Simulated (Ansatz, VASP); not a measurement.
# Ir: VASP beside Ansatz

File POSCAR:

```
Ir
1.0
    0.0000000000      1.9221147239      1.8260089877
    1.9221147239      0.0000000000      1.8260089877
    1.9221147239      1.9221147239      0.0000000000
Ir
1
Direct
    0.0000000000      0.0000000000      0.0000000000
```

File INCAR.step1:

```
SYSTEM = Ir
PREC     = Accurate       ! precision mode
ENCUT    = 520            ! plane-wave cutoff, eV
ISMEAR   = 0              ! smearing method
SIGMA    = 0.15           ! smearing width, eV
LREAL    = .FALSE.        ! projectors in reciprocal space
LASPH    = .TRUE.         ! aspherical terms in the spheres
NELM     = 80             ! most SCF steps
NBANDS   = 10             ! bands
GGA      = PE             ! functional
ALGO     = Normal         ! electronic algorithm
EDIFF    = 1E-4           ! SCF threshold, eV
LWAVE    = .TRUE.         ! write WAVECAR
LCHARG   = .FALSE.        ! write CHGCAR
```

The input INCAR.step2:

```
SYSTEM = Ir
PREC     = Accurate       ! precision mode
ENCUT    = 520            ! plane-wave cutoff, eV
EDIFF    = 1E-6           ! SCF threshold, eV
ISMEAR   = 0              ! smearing method
SIGMA    = 0.15           ! smearing width, eV
LREAL    = .FALSE.        ! projectors in reciprocal space
LASPH    = .TRUE.         ! aspherical terms in the spheres
NELM     = 80             ! most SCF steps
ALGO     = Normal         ! electronic algorithm
ISIF     = 2              ! what is computed and relaxed
LWAVE    = .FALSE.        ! write WAVECAR
LCHARG   = .FALSE.        ! write CHGCAR
METAGGA  = R2SCAN         ! meta-GGA
LMIXTAU  = .TRUE.       
NBANDS   = 10             ! bands
ISTART   = 1
```

The input KPOINTS:

```
Automatic mesh
0
G
  26 26 26
  0 0 0
```

Input for Ansatz:

```yaml
crystal:
  lattice:
    - [0.0, 1.9221147239, 1.8260089877]
    - [1.9221147239, 0.0, 1.8260089877]
    - [1.9221147239, 1.9221147239, 0.0]
  atoms:
    - { symbol: Ir, position: [0.0, 0.0, 0.0] }
basis:
  ecutwfc: 500
kpoints:
  mp_grid: { grid: [26, 26, 26] }
hamiltonian:
  xc: r2scan
scf:
  occupations: { method: gaussian, width: 0.15 }
output:
  forces: true
  stress: true
  eigenvalues: true
  write_density: true
  write_potential: true
  elf: true
  volumetric_format: npy
```

Change from the starting cell: strain -0.0500 x Voigt [0, 0, 1, 0, 0, 0], atoms carried along.

Alike in both runs: task single point; functional r2SCAN; k mesh 26 × 26 × 26; occupations gaussian, width 0.15 eV; no spin polarisation.

|  | VASP | Ansatz |
| --- | --- | --- |
| version | VASP 6.6.1 | Ansatz 0.2.0 |
| potentials or method | VASP PAW PBE potentials, release 64 (Ir), cutoff 520 eV | scalar-relativistic, plane waves, PAW |
| valence electrons in the cell | 9 | 17 |

VASP gave:

- gap on the k mesh at the Fermi level (eV): none
- pressure (GPa): 26.0
- traceless stress, the component that is largest in VASP (GPa): 14.56

Task: What did Ansatz give for the same quantities?

Result: gap on the k mesh at the Fermi level (eV): none; pressure (GPa): 22.7; traceless stress, the component that is largest in VASP (GPa): 14.52.

VASP's potentials were made for PBE, not for r2SCAN. A gap of «none» marks a metal or a gap that the smearing closes. VASP's potentials hold 9 valence electrons a cell and Ansatz's 17, so a difference there can come from the potentials and not from the codes.

Spin-orbit coupling is off throughout.
